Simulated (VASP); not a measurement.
# Mg65Si32 (a cell with a defect) in VASP: a series of runs, part 2 of 2

VASP 6.6.1.

### 3 Single point, PBEsol, collinear spin

Input file INCAR:

```
PREC = Accurate ; ENCUT = 400
EDIFF = 1E-6 ; ISMEAR = -1
SIGMA = 0.05 ; LREAL = Auto
LASPH = T ; NELM = 200
ALGO = Normal ; ISIF = 2
LWAVE = F ; LCHARG = F
ISPIN = 2 ; MAGMOM = 0 0 0 0.167 0 0 0 0 0 0 0 0 0 0 0 0 0 0 0 0 0 0 0 0 0 0 0 0.167 0 0 0 0.167 0 0 0 0 0 0 0 0 0 0.167 0 0.167 0 0 0 0 0 0 0.167 0.167 0 0 0 0 0 0 0 0 0 0 0 0 0.167 0 0 0 0 0 0 0 0.167 0 0 0 0.167 0 0 0 0 0 0 0 0.167 0 0 0 0 0 0 0 0 0 0 0 0.167
LORBIT = 11 ; GGA = PS
NELECT = 256.0 ; ISYM = -1
NBANDS = 187 ; GGA_COMPAT = F
```

Input file KPOINTS:

```
explicit points
1
Reciprocal
  0.25000000   0.25000000   0.25000000 1
```

Input file POSCAR:

```
Mg65Si32
1.0
   12.6494980000      0.0000000000      0.0000000000
    0.0000000000     12.6494980000      0.0000000000
    0.0000000000      0.0000000000     12.6494980000
Mg Si
65 32
Direct
    0.3761120000      0.1259600000      0.1258860000
    0.3767810000      0.1261420000      0.6270710000
    0.3768050000      0.6271460000      0.1257660000
    0.2510980000      0.5014400000      0.5014050000
    0.8749850000      0.1253220000      0.1253160000
    0.8756090000      0.1259500000      0.6263850000
    0.8756210000      0.6264510000      0.1258820000
    0.8757970000      0.6271170000      0.6270670000
    0.1254980000      0.3758400000      0.1255250000
    0.1187210000      0.3690640000      0.6335600000
    0.1259670000      0.8768790000      0.1258900000
    0.1257470000      0.8773860000      0.6270850000
    0.6265330000      0.3763090000      0.1258870000
    0.6270420000      0.3760910000      0.6270810000
    0.6270520000      0.8773940000      0.1256250000
    0.6268330000      0.8771750000      0.6266180000
    0.1255650000      0.1256120000      0.3758290000
    0.1258930000      0.1259980000      0.8768450000
    0.1187220000      0.6335600000      0.3689340000
    0.1257300000      0.6271130000      0.8771780000
    0.6265150000      0.1259750000      0.3762030000
    0.6270440000      0.1256940000      0.8772970000
    0.6269310000      0.6271260000      0.3759470000
    0.6268610000      0.6267730000      0.8770140000
    0.1257140000      0.1256740000      0.1256110000
    0.1252990000      0.1255510000      0.6267130000
    0.1253750000      0.6268310000      0.1253930000
    0.1189720000      0.6339020000      0.6336370000
    0.6267750000      0.1254060000      0.1253940000
    0.6264530000      0.1259250000      0.6265060000
    0.6265280000      0.6265140000      0.1258250000
    0.6269920000      0.6269350000      0.6268600000
    0.3832260000      0.3690720000      0.3689370000
    0.3767690000      0.3760740000      0.8771780000
    0.3767860000      0.8772730000      0.3759510000
    0.3764280000      0.8772010000      0.8770120000
    0.8752710000      0.3759040000      0.3758250000
    0.8756580000      0.3762320000      0.8768440000
    0.8756390000      0.8768600000      0.3762040000
    0.8753530000      0.8773860000      0.8772970000
    0.3764880000      0.3757200000      0.1253930000
    0.3835560000      0.3693110000      0.6336350000
    0.3761740000      0.8768740000      0.1258280000
    0.3765980000      0.8773310000      0.6268630000
    0.8753370000      0.3760580000      0.1256100000
    0.8752100000      0.3756390000      0.6267100000
    0.8750690000      0.8771220000      0.1253940000
    0.8755850000      0.8767960000      0.6265060000
    0.3763940000      0.1255160000      0.3756410000
    0.3762190000      0.1259820000      0.8768200000
    0.3833350000      0.6336720000      0.3688950000
    0.3766020000      0.6269420000      0.8769030000
    0.8753030000      0.1256430000      0.3760530000
    0.8750720000      0.1254120000      0.8770870000
    0.8751760000      0.6267340000      0.3756370000
    0.8756410000      0.6265620000      0.8768200000
    0.1183180000      0.3686700000      0.3686430000
    0.1253900000      0.3757320000      0.8766660000
    0.1253530000      0.8767790000      0.3756050000
    0.1260210000      0.8769070000      0.8768050000
    0.6264370000      0.3756980000      0.3756030000
    0.6265650000      0.3763650000      0.8768080000
    0.6264630000      0.8768090000      0.3763150000
    0.6271210000      0.8774630000      0.8773940000
    0.3839900000      0.6343380000      0.6337460000
    0.0011860000      0.0012670000      0.0012300000
    0.0016750000      0.0012990000      0.5012200000
    0.0017260000      0.5012800000      0.0012280000
    0.0079910000      0.5013810000      0.5013060000
    0.5009370000      0.0015460000      0.0014760000
    0.5004360000      0.0015160000      0.5014550000
    0.5004780000      0.5015570000      0.0013410000
    0.4942720000      0.5014240000      0.5013110000
    0.2509410000      0.2520720000      0.0012250000
    0.2510360000      0.2583390000      0.5013080000
    0.2512200000      0.7508200000      0.0013400000
    0.2510820000      0.7446050000      0.5013170000
    0.7509250000      0.2515340000      0.0012230000
    0.7509500000      0.2520170000      0.5012210000
    0.7512080000      0.7512780000      0.0014730000
    0.7511730000      0.7507730000      0.5014600000
    0.2509560000      0.0013400000      0.2518960000
    0.2511820000      0.0016020000      0.7507600000
    0.2509660000      0.5013100000      0.2580710000
    0.2511900000      0.5015330000      0.7442670000
    0.7509080000      0.0012470000      0.2515180000
    0.7512070000      0.0015470000      0.7511780000
    0.7509990000      0.5012990000      0.2518920000
    0.7512600000      0.5015220000      0.7507590000
    0.9984920000      0.2488280000      0.2488140000
    0.9988890000      0.2492240000      0.7532460000
    0.9989030000      0.7533040000      0.2491520000
    0.9991940000      0.7536070000      0.7535360000
    0.5029600000      0.2492440000      0.2491560000
    0.5032630000      0.2495340000      0.7535390000
    0.5032280000      0.7535750000      0.2493810000
    0.5036730000      0.7540200000      0.7538300000
```

Potentials or basis: VASP PAW PBE potentials, release 64 (Mg, Si).

Started as:

```sh
$ cat potpaw_PBE.64/Mg/POTCAR potpaw_PBE.64/Si/POTCAR > POTCAR
$ mpirun -np 1 vasp_std > vasp.out
```

It took 11 min on 1 thread of Intel Xeon 6975P-C (Granite Rapids), shared host; peak memory 1.6 GiB.

It converged, with:

```yaml
Free_energy: -318.1366 eV
Largest_force: 0.011 eV/Å
Net_moment: 0.00 μB per cell
Valence_electrons_inside_the_program's_atomic_spheres: Mg 0.35, 0.34, 0.36 (each value once); Si 1.71, 1.69 (each value once)
```

Forces in eV/Å, atoms in the order of the input:
```
Mg  -0.001  0.002 -0.001
Mg  -0.003 -0.003 -0.001
Mg  -0.002 -0.002  0.001
Mg   0.000 -0.001 -0.002
Mg  -0.001  0.000 -0.001
Mg  -0.001  0.000  0.000
Mg   0.002  0.000  0.000
Mg  -0.002 -0.002 -0.001
Mg   0.002  0.001 -0.001
Mg   0.002  0.003 -0.006
Mg   0.000  0.002  0.000
Mg  -0.001  0.000 -0.003
Mg   0.003  0.000 -0.001
Mg   0.000 -0.002 -0.002
Mg   0.000  0.000 -0.002
Mg   0.000  0.000 -0.001
Mg   0.000  0.000  0.001
Mg   0.003  0.000  0.002
Mg   0.002 -0.005  0.002
Mg   0.002 -0.002  0.000
Mg   0.003 -0.001  0.002
Mg   0.001 -0.002  0.003
Mg   0.002 -0.002  0.000
Mg  -0.001 -0.003  0.002
Mg   0.002 -0.001 -0.002
Mg   0.005  0.000 -0.001
Mg   0.003 -0.002  0.000
Mg  -0.001 -0.002  0.000
Mg   0.003  0.001 -0.002
Mg   0.005  0.000 -0.001
Mg   0.001  0.002 -0.002
Mg   0.000 -0.001  0.000
Mg  -0.003  0.002  0.001
Mg  -0.002  0.001  0.000
Mg  -0.003  0.001  0.000
Mg  -0.003  0.000  0.002
Mg  -0.001  0.000  0.001
Mg   0.000  0.003  0.002
Mg  -0.001  0.002  0.003
Mg  -0.002  0.002  0.002
Mg  -0.002  0.001 -0.001
Mg  -0.002 -0.002  0.001
Mg   0.001  0.001 -0.001
Mg  -0.002  0.000 -0.001
Mg  -0.001  0.002 -0.002
Mg   0.000  0.005 -0.001
Mg  -0.001  0.003 -0.002
Mg   0.000  0.003 -0.002
Mg   0.001  0.001  0.001
Mg  -0.001  0.000  0.002
Mg   0.000  0.000  0.006
Mg   0.000  0.000  0.003
Mg   0.000  0.000  0.001
Mg  -0.001  0.000  0.002
Mg   0.001  0.001  0.002
Mg  -0.001 -0.002  0.000
Mg   0.002  0.002  0.000
Mg   0.002  0.002  0.002
Mg   0.002  0.003  0.002
Mg   0.003  0.001  0.000
Mg   0.003  0.001  0.001
Mg   0.000  0.002  0.000
Mg   0.003  0.003  0.000
Mg   0.003  0.003  0.001
Mg  -0.007 -0.008  0.001
Si  -0.001 -0.001 -0.001
Si  -0.002  0.000  0.000
Si  -0.004  0.000 -0.001
Si  -0.008  0.001  0.001
Si   0.001  0.000 -0.001
Si   0.002  0.000 -0.001
Si   0.002 -0.001 -0.001
Si   0.003  0.002 -0.003
Si   0.000 -0.005  0.000
Si   0.001 -0.008  0.002
Si  -0.002  0.002 -0.001
Si   0.002  0.003 -0.004
Si   0.000 -0.002  0.000
Si   0.000 -0.003  0.000
Si  -0.001  0.001 -0.001
Si   0.001  0.002 -0.002
Si  -0.001 -0.002  0.000
Si   0.000 -0.003  0.000
Si   0.004  0.003 -0.005
Si  -0.003 -0.003  0.008
Si   0.000  0.000 -0.002
Si  -0.001 -0.001  0.001
Si  -0.002 -0.001  0.000
Si  -0.003  0.000  0.001
Si  -0.001 -0.001 -0.001
Si  -0.003 -0.002  0.004
Si  -0.003  0.003 -0.002
Si  -0.001  0.001  0.000
Si   0.002 -0.002 -0.003
Si   0.001  0.000  0.000
Si   0.002  0.001 -0.001
Si   0.001  0.000  0.001
```

Levels at points of the mesh, in eV from the Fermi level:
Spin up:
```csv
k point,band 124,band 125,band 126,band 127,band 128,band 129,band 130,band 131,band 132,band 133
"(0.25, 0.25, 0.25)",-0.48,-0.48,-0.44,-0.21,-0.21,0.18,0.36,0.36,0.83,0.98
```
Spin down:
| k point | band 125 | band 126 | band 127 | band 128 | band 129 | band 130 | band 131 | band 132 |
| --- | --- | --- | --- | --- | --- | --- | --- | --- |
| (0.25, 0.25, 0.25) | -0.48 | -0.44 | -0.21 | -0.21 | 0.18 | 0.36 | 0.36 | 0.83 |

Caveat: the cell carries a net charge on a neutralising background, which shifts energy and pressure; the cell is charged against a uniform background, so pressure and absolute levels hang on convention; the PAW data sets were made with another functional, which shifts forces and pressure a little.
